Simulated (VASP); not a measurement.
# Co (P6_3/mmc) in VASP: a series of runs

Co is run at these levels: LDA; tasks: single point.

Program: VASP 6.6.1. These are calculated values, not measurements. Logs are shortened: lines on timing, memory, paths and dates and some standing lists are left out, and cuts for length are marked.

### 1 The cell of the first run

It takes space group P6_3/mmc (No. 194, hexagonal). Conventional cell: a = 2.394 Å, b = 2.394 Å, c = 7.758 Å, α = 90.00°, β = 90.00°, γ = 120.00°. Within 3.1 Å of Co (site symmetry -3m) lie 12 Co at 2.38 to 2.39 Å. Within 3.1 Å of Co (site symmetry -6m2) lie 12 Co at 2.38 to 2.39 Å.

### 2 Single point, LDA, collinear spin, ferromagnetic start (9.63 Å³/atom)

Contents of INCAR:

```
SYSTEM = Co
ALGO = Normal
EDIFF = 1E-6
ENCUT = 520
ISIF = 2
ISMEAR = -1
ISPIN = 2
LASPH = .TRUE.
LCHARG = .FALSE.
LMAXMIX = 4
LORBIT = 11
LREAL = .FALSE.
LWAVE = .FALSE.
MAGMOM = 1.58 1.58 1.6 1.6
NBANDS = 30
NELM = 150
PREC = Accurate
SIGMA = 0.05
```

Contents of KPOINTS:

```
k-points
0
G
  17 17 5
  0 0 0
```

Contents of POSCAR:

```
Co
1.0
    2.3938446562      0.0000000000      0.0000000000
   -1.1969223281      2.0731302849      0.0000000000
    0.0000000000      0.0000000000      7.7582816560
Co
4
Direct
    1.0000000000      0.0000000000      1.0000000000
    1.0000000000      0.0000000000      0.5000000000
    0.3333333333      0.6666666667      0.2500000000
    0.6666666667      0.3333333333      0.7500000000
```

Potentials or basis: VASP PAW LDA potentials, release 64 (Co).

Launch:

```
$ cat potpaw_LDA.64/Co/POTCAR > POTCAR
$ mpirun -np 1 vasp_std > vasp.out
```

OUTCAR:

```text
SYSTEM = Co
   EDIFF = 1E-6
   ENCUT = 520
   ISIF = 2
   ISMEAR = -1
   ISPIN = 2
   LASPH = .TRUE.
   LORBIT = 11
   LREAL = .FALSE.
   NELM = 150
   PREC = Accurate

 ion  position               nearest neighbor table
   1  0.000  0.000  0.000-   3 2.38   4 2.38   3 2.38   4 2.38   4 2.38   3 2.38
   2  0.000  0.000  0.500-   3 2.38   4 2.38   3 2.38   4 2.38   4 2.38   3 2.38
   3  0.333  0.667  0.250-   1 2.38   2 2.38   1 2.38   2 2.38   1 2.38   2 2.38
   4  0.667  0.333  0.750-   1 2.38   2 2.38   1 2.38   2 2.38   1 2.38   2 2.38

  LATTYP: Found a hexagonal cell.
 ALAT       =     2.3938446562
 C/A-ratio  =     3.2409294546

  Lattice vectors:

 A1 = (   2.3938446562,   0.0000000000,   0.0000000000)
 A2 = (  -1.1969223281,   2.0731302849,   0.0000000000)
 A3 = (   0.0000000000,   0.0000000000,   7.7582816560)

Analysis of symmetry for initial positions (statically):
=====================================================================
 Subroutine PRICEL returns:
 Original cell was already a primitive cell.

 Routine SETGRP: Setting up the symmetry group for a
 hexagonal supercell.

 Subroutine GETGRP returns: Found 24 space group operations
 (whereof 12 operations were pure point group operations)
 out of a pool of 24 trial point group operations.

The static configuration has the point symmetry D_3d.
 The point group associated with its full space group is D_6h.

Analysis of symmetry for dynamics (positions and initial velocities):
=====================================================================
 Subroutine PRICEL returns:
 Original cell was already a primitive cell.

 Routine SETGRP: Setting up the symmetry group for a
 hexagonal supercell.

 Subroutine GETGRP returns: Found 24 space group operations
 (whereof 12 operations were pure point group operations)
 out of a pool of 24 trial point group operations.

The dynamic configuration has the point symmetry D_3d.
 The point group associated with its full space group is D_6h.

Analysis of structural, dynamic, and magnetic symmetry:
=====================================================================
 Subroutine PRICEL returns:
 Original cell was already a primitive cell.

 Routine SETGRP: Setting up the symmetry group for a
 hexagonal supercell.

 Subroutine GETGRP returns: Found 24 space group operations
 (whereof 12 operations were pure point group operations)
 out of a pool of 24 trial point group operations.

The overall configuration has the point symmetry D_3d.
 The point group associated with its full space group is D_6h.

 Subroutine INISYM returns: Found 24 space group operations
 (whereof 12 operations are pure point group operations),
 and found     1 'primitive' translations

----------------------------------------------------------------------------------------

                                     Primitive cell

  volume of cell :      38.5024

  direct lattice vectors                    reciprocal lattice vectors
     2.393844656  0.000000000  0.000000000     0.417738051  0.241181176  0.000000000
    -1.196922328  2.073130285  0.000000000     0.000000000  0.482362352  0.000000000
     0.000000000  0.000000000  7.758281656     0.000000000  0.000000000  0.128894521

  length of vectors
     2.393844656  2.393844656  7.758281656     0.482362352  0.482362352  0.128894521

  position of ions in fractional coordinates (direct lattice)
     0.000000000  0.000000000  0.000000000
     0.000000000  0.000000000  0.500000000
     0.333333333  0.666666667  0.250000000
     0.666666667  0.333333333  0.750000000

  ion indices of the primitive-cell ions
   primitive index   ion index
                 1           1
                 2           2
                 3           3
                 4           4

----------------------------------------------------------------------------------------

 KPOINTS: k-points

Automatic generation of k-mesh.
 Grid dimensions read from file:
 generate k-points for:   17   17    5

 Generating k-lattice:

  Cartesian coordinates                     Fractional coordinates (reciprocal lattice)
     0.024572827  0.014187128  0.000000000     0.058823529  0.000000000  0.000000000
     0.000000000  0.028374256  0.000000000     0.000000000  0.058823529  0.000000000
     0.000000000  0.000000000  0.025778904     0.000000000  0.000000000  0.200000000

  Length of vectors
     0.028374256  0.028374256  0.025778904

  Shift w.r.t. Gamma in fractional coordinates (k-lattice)
     0.000000000  0.000000000  0.000000000

 Subroutine IBZKPT returns following result:
 ===========================================

 Found     99 irreducible k-points:

 Following reciprocal coordinates:
            Coordinates               Weight
  0.000000  0.000000  0.000000      1.000000
  0.058824 -0.000000  0.000000      6.000000
  0.117647 -0.000000  0.000000      6.000000
  0.176471 -0.000000  0.000000      6.000000
  0.235294 -0.000000  0.000000      6.000000
  0.294118 -0.000000  0.000000      6.000000
[... 16 lines left out ...]
  0.411765  0.117647  0.000000     12.000000
  0.176471  0.176471  0.000000      6.000000
 [... further k-points ...]
   k-points           NKPTS =     99   k-points in BZ     NKDIM =     99   number of bands    NBANDS=     30
   number of dos      NEDOS =    301   number of ions     NIONS =      4
   total plane-waves  NPLWV =  19440
   dimension x,y,z NGX =    18 NGY =   18 NGZ =   60
   dimension x,y,z NGXF=    36 NGYF=   36 NGZF=  120
   ions per type =               4
   NGX,Y,Z   is equivalent  to a cutoff of  12.50, 12.50, 12.86 a.u.
   NGXF,Y,Z  is equivalent  to a cutoff of  25.00, 25.00, 25.71 a.u.
 SYSTEM =  Co
   PREC   = accura    normal or accurate (medium, high low for compatibility)
   ISTART =      0    job   : 0-new  1-cont  2-samecut
   ICHARG =      2    charge: 1-file 2-atom 10-const
   ISPIN  =      2    spin polarized calculation?
   LNONCOLLINEAR =      F non collinear calculations
   LSORBIT =      F    spin-orbit coupling
   LASPH  =      T    aspherical Exc in radial PAW
   ENCUT  =  520.0 eV  38.22 Ry    6.18 a.u.   4.45  4.45 14.43*2*pi/ulx,y,z
   NELM   =    150;   NELMIN=  2; NELMDL= -5     # of ELM steps
   EDIFF  = 0.1E-05   stopping-criterion for ELM
   LREAL  =      F    real-space projection
   EDIFFG = 0.1E-04   stopping-criterion for IOM
   NSW    =      0    number of steps for IOM
   IBRION =     -1    ionic relax: 0-MD 1-quasi-New 2-CG
   NFREE  =      0    steps in history (QN), initial steepest desc. (CG)
   ISIF   =      2    stress and relaxation
   ISYM   =      2    0-nonsym 1-usesym 2-fastsym
   POTIM  = 0.5000    time-step for ionic-motion
   TEBEG  =    0.0;   TEEND  =   0.0 temperature during run
   PSTRESS=    0.0 pullay stress
   NELECT =      36.0000    total number of electrons
   NUPDOWN=      -1.0000    fix difference up-down
   EMIN   =  10.00;   EMAX   =-10.00  energy-range for DOS
   EFERMI =   0.00;   METHOD = LEGACY
   ISMEAR =    -1;   SIGMA  =   0.05  broadening in eV -4-tet -1-fermi 0-gaus
   EFERMI_NEDOS =   21; number of points for ismear=-14 and -15
   IALGO  =     38    algorithm
   IMIX   =      4    mixing-type and parameters
     AMIX     =   0.40;   BMIX     =  1.00
     AMIX_MAG =   1.60;   BMIX_MAG =  1.00
  volume/ion in A,a.u.               =       9.63        64.96
  Fermi-wavevector in a.u.,A,eV,Ry     =   1.600834  3.025138 34.867235  2.562669
  Thomas-Fermi vector in A             =   2.697907
   LORBIT       =     11    0 simple, 1 ext, 2 COOP (PROOUT), +10 PAW based schemes
   GGA     = CA    functional components
   LHFCALC =     F    Hartree Fock is set to
   AEXX    =    0.0000 exact exchange contribution
   IVDW    =     0    specifies the selected vdW correction
   LEPSILON=     F    determine dielectric tensor
   LRPA    =     F    only Hartree local field effects (RPA)
 spin polarized calculation
  energy-cutoff  :      520.00
  volume of cell :       38.50
 maximum number of plane-waves:      1067
 NGX is ok and might be reduce to    18
   NGX =  9   NGY =  9   NGZ = 29

 number of electron      36.0000047 magnetization       5.8588929

 Free energy of the ion-electron system (eV)
  ---------------------------------------------------
  ext. energy  EPLUGINS =         0.00000000
  ---------------------------------------------------
  free energy    TOTEN  =       -32.42497960 eV

  energy without entropy =      -32.39276880  energy(sigma->0) =      -32.40887420

 E-fermi :  11.7613     XC(G=0): -14.4551

 val. band max:       11.7598196595   @ k =   0.2353  -0.0000   0.4000
 cond. band min:      11.7622023275   @ k =   0.1765   0.1176   0.0000
 fundamental gap:      0.0023826680
 Fermi energy:        11.7612527174

 spin component 1

 k-point     1 :       0.0000    0.0000    0.0000
  band No.  band energies     occupation
      1       2.1034      1.00000
      2       4.5142      1.00000
      3       4.5258      1.00000
      4       6.0757      1.00000
      5       8.6479      1.00000
      6       8.6792      1.00000
[... 22 lines left out ...]
     29      35.0980      0.00000
     30      36.1552      0.00000

 k-point     2 :       0.0588   -0.0000    0.0000
  band No.  band energies     occupation
      1       2.2372      1.00000
      2       4.6285      1.00000
      3       4.6398      1.00000
      4       6.1640      1.00000
      5       8.5363      1.00000
      6       8.6177      1.00000
[... 22 lines left out ...]
     29      34.7340      0.00000
     30      35.2303      0.00000

 k-point     3 :       0.1176   -0.0000    0.0000
  band No.  band energies     occupation
      1       2.6308      1.00000
      2       4.9532      1.00000
      3       4.9638      1.00000
      4       6.4097      1.00000
      5       8.3039      1.00000
      6       8.4659      1.00000
[... 682 lines left out ...]
     29      25.0171      0.00000
     30      25.7568      0.00000

 k-point    24 :       0.1765    0.1765    0.0000
  band No.  band energies     occupation
      1       5.2244      1.00000
      2       6.4609      1.00000
      3       6.4762      1.00000
      4       7.4381      1.00000
      5       7.5300      1.00000
      6       7.7099      1.00000
[... 22 lines left out ...]
     29      27.7661      0.00000
     30      28.1980      0.00000

 [... further k-points ...]

 spin component 2

 k-point     1 :       0.0000    0.0000    0.0000
  band No.  band energies     occupation
      1       2.3027      1.00000
      2       4.7802      1.00000
      3       4.7859      1.00000
      4       6.9162      1.00000
      5       9.7828      1.00000
      6       9.8227      1.00000
[... 22 lines left out ...]
     29      35.1524      0.00000
     30      36.2370      0.00000

 k-point     2 :       0.0588   -0.0000    0.0000
  band No.  band energies     occupation
      1       2.4371      1.00000
      2       4.8961      1.00000
      3       4.9016      1.00000
      4       7.0118      1.00000
      5       9.6879      1.00000
      6       9.7766      1.00000
[... 22 lines left out ...]
     29      34.8490      0.00000
     30      35.4418      0.00000

 k-point     3 :       0.1176   -0.0000    0.0000
  band No.  band energies     occupation
      1       2.8331      1.00000
      2       5.2292      1.00000
      3       5.2342      1.00000
      4       7.2798      1.00000
      5       9.4726      1.00000
      6       9.6552      1.00000
[... 682 lines left out ...]
     29      25.4686      0.00000
     30      26.3872      0.00000

 k-point    24 :       0.1765    0.1765    0.0000
  band No.  band energies     occupation
      1       5.4981      1.00000
      2       7.0173      1.00000
      3       7.0209      1.00000
      4       8.4657      1.00000
      5       8.5518      1.00000
      6       8.8182      1.00000
[... 22 lines left out ...]
     29      28.3366      0.00000
     30      28.7419      0.00000

 [... further k-points ...]

------------------------ aborting loop because EDIFF is reached ----------------------------------------

  FORCE on cell =-STRESS in cart. coord.  units (eV):
  Direction    XX          YY          ZZ          XY          YZ          ZX
  --------------------------------------------------------------------------------------
  -------------------------------------------------------------------------------------
  Total        2.6147170      2.6147170      2.5652880      0.0000000     -0.0000000      0.0000000
  in kB      108.8045798    108.8045798    106.7477220      0.0000000     -0.0000000      0.0000000
  external PRESSURE =     108.1189605 kB  Pullay stress =       0.0000000 kB

 VOLUME and BASIS-vectors are now :
 -----------------------------------------------------------------------------
  energy-cutoff  :      520.00
  volume of cell :       38.50
      direct lattice vectors                 reciprocal lattice vectors
     2.393844656  0.000000000  0.000000000     0.417738051  0.241181176  0.000000000
    -1.196922328  2.073130285  0.000000000     0.000000000  0.482362352  0.000000000
     0.000000000  0.000000000  7.758281656     0.000000000  0.000000000  0.128894521

 POSITION                                       TOTAL-FORCE (eV/Angst)
 -----------------------------------------------------------------------------------
      0.00000      0.00000      0.00000        -0.000000     -0.000000      0.000000
      0.00000      0.00000      3.87914        -0.000000     -0.000000      0.000000
     -0.00000      1.38209      1.93957        -0.000000      0.000000      0.000000
      1.19692      0.69104      5.81871         0.000000      0.000000      0.000000
 -----------------------------------------------------------------------------------
    total drift:                                0.000000     -0.000000      0.000000

  FREE ENERGIE OF THE ION-ELECTRON SYSTEM (eV)
  ---------------------------------------------------
  free  energy   TOTEN  =       -32.4249795998 eV

  energy  without entropy=      -32.3927687992  energy(sigma->0) =      -32.40887420

 total charge

# of ion       s       p       d       tot
------------------------------------------
    1        0.543   0.628   7.372   8.544
    2        0.543   0.628   7.372   8.544
    3        0.543   0.631   7.365   8.539
    4        0.543   0.631   7.365   8.539
--------------------------------------------------
tot          2.172   2.518  29.475  34.165

 magnetization (x)

# of ion       s       p       d       tot
------------------------------------------
    1       -0.013  -0.036   1.490   1.441
    2       -0.013  -0.036   1.490   1.441
    3       -0.013  -0.036   1.511   1.462
    4       -0.013  -0.036   1.511   1.462
--------------------------------------------------
tot         -0.051  -0.145   6.003   5.807
```

Wall time 1.9 min (1 thread of Intel Xeon 6975P-C (Granite Rapids), shared host); peak memory 0.25 GiB.

What came out:

```
Free energy                                           : -32.4250 eV
Pressure                                              : 10.8 GPa
Net moment                                            : 5.86 μB per cell
Site moments                                          : Co +1.44, +1.46 (each value once) μB
Valence electrons inside the program's atomic spheres : Co 8.54
```

Levels at points of the mesh, in eV from the Fermi level:
Spin up:
```csv
k point,band 17,band 18,band 19,band 20,band 21,band 22,band 23,band 24,band 25,band 26
"(0.00, 0.00, 0.00)",-1.61,-1.22,-1.22,-0.85,-0.85,-0.37,-0.37,-0.19,7.53,16.38
```
Spin down:
| k point | band 13 | band 14 | band 15 | band 16 | band 17 | band 18 |
| --- | --- | --- | --- | --- | --- | --- |
| (0.00, 0.00, 0.00) | -1.11 | -1.04 | -1.04 | -0.12 | -0.12 | 0.01 |

Caveat: the cell stands under pressure.

### 3 Single point, LDA, collinear spin, ferromagnetic start (10.03 Å³/atom)

This run uses another cell than the first one, of 10.03 Å³/atom.

Contents of INCAR:

```
SYSTEM = Co
ALGO = Normal
EDIFF = 1E-6
ENCUT = 520
ISIF = 2
ISMEAR = -1
ISPIN = 2
LASPH = .True.
LCHARG = .False.
LMAXMIX = 4
LORBIT = 11
LREAL = .False.
LWAVE = .False.
MAGMOM = 1.58 1.58 1.6 1.6
NBANDS = 30
NELM = 150
PREC = Accurate
SIGMA = 0.05
```

Contents of KPOINTS:

```
k-points
0
Gamma
  17 17 5
  0 0 0
```

Contents of POSCAR:

```
Co
1.0
    2.4266411241      0.0000000000      0.0000000000
   -1.2133205621      2.1015328593      0.0000000000
    0.0000000000      0.0000000000      7.8645726951
Co
4
Direct
    1.0000000000      0.0000000000      1.0000000000
    1.0000000000      0.0000000000      0.5000000000
    0.3333333333      0.6666666667      0.2500000000
    0.6666666667      0.3333333333      0.7500000000
```

Potentials or basis: VASP PAW LDA potentials, release 64 (Co).

Launch:

```
$ cat potpaw_LDA.64/Co/POTCAR > POTCAR
$ mpirun -np 1 vasp_std > vasp.out
```

Wall time 2 min (1 thread of Intel Xeon 6975P-C (Granite Rapids), shared host); peak memory 0.26 GiB.

Results (log left out):

```yaml
Free_energy: -32.4720 eV
Pressure: -1.0 GPa
Band_gap_on_the_k_mesh: zero (filled and empty bands overlap)
Net_moment: 6.02 μB per cell
Site_moments: Co +1.49, +1.51 (each value once) μB
Valence_electrons_inside_the_program's_atomic_spheres: Co 8.45, 8.44 (each value once)
```

Levels at points of the mesh, in eV from the Fermi level:
Spin up:
```csv
k point,band 19,band 20,band 21,band 22,band 23,band 24
"(0.00, 0.00, 0.00)",-1.25,-0.90,-0.90,-0.44,-0.44,-0.17
```
Spin down:
```
           k point  band 10  band 11  band 12  band 13  band 14  band 15  band 16  band 17  band 18  band 19
(0.00, 0.00, 0.00)    -1.34    -1.25    -1.01    -1.01    -0.95    -0.95    -0.08    -0.08     0.01     0.31
```
